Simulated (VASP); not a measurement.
## TiSe: single point with r2SCAN

The system is TiSe.

```xyz
2
Lattice="0.0000 3.1030 3.1030 3.1030 0.0000 3.1030 3.1030 3.1030 0.0000" Properties=species:S:1:pos:R:3 pbc="T T T"
Ti    0.0000    0.0000    0.0000
Se    1.5515    1.5515    1.5515
```

- Program: VASP 6.6.1
- Task: single point
- Functional: r2SCAN
- Potentials or basis: VASP PAW PBE potentials, release 64 (Ti_sv, Se)
- Cutoff: 550 eV
- k mesh: 5 × 5 × 5
- Occupations: gaussian, width 0.05 eV
- Spin: collinear spin
- Starting moments: [2.0, 0.0] μB
- Dipole correction: no
- Further INCAR settings: ALGO = Normal; EDIFF = 1e-06; NBANDS = 20

| Item | Value |
| --- | --- |
| Pressure | -4.4 GPa |
| Band gap on the k mesh | 0.15 eV (least direct gap 0.17 eV) |
| Net moment | 2.00 μB per cell |
| Site moments | Ti +1.67; Se -0.06 μB |
| Valence electrons inside the program's atomic spheres | Ti 10.13; Se 3.94 |

Levels at points of the mesh, in eV from the valence-band top:
Spin up:
```csv
k point,band 8,band 9,band 10,band 11,band 12,band 13
"(0.00, 0.00, 0.00)",-3.26,-0.36,-0.36,0.77,3.26,3.26
```
Spin down:
| k point | band 5 | band 6 | band 7 | band 8 | band 9 | band 10 | band 11 | band 12 |
| --- | --- | --- | --- | --- | --- | --- | --- | --- |
| (0.00, 0.00, 0.00) | -13.96 | -3.09 | -3.09 | -3.09 | 1.47 | 2.73 | 2.73 | 4.10 |

It took 5 min on 1 thread of Intel Xeon 8259CL (shared host), peak memory 0.26 GiB.

Caveat: the cell stands under tension; the PAW data sets were made with another functional, which shifts forces and pressure a little; an odd mesh through Γ misses points on the zone boundary, where band edges can lie.
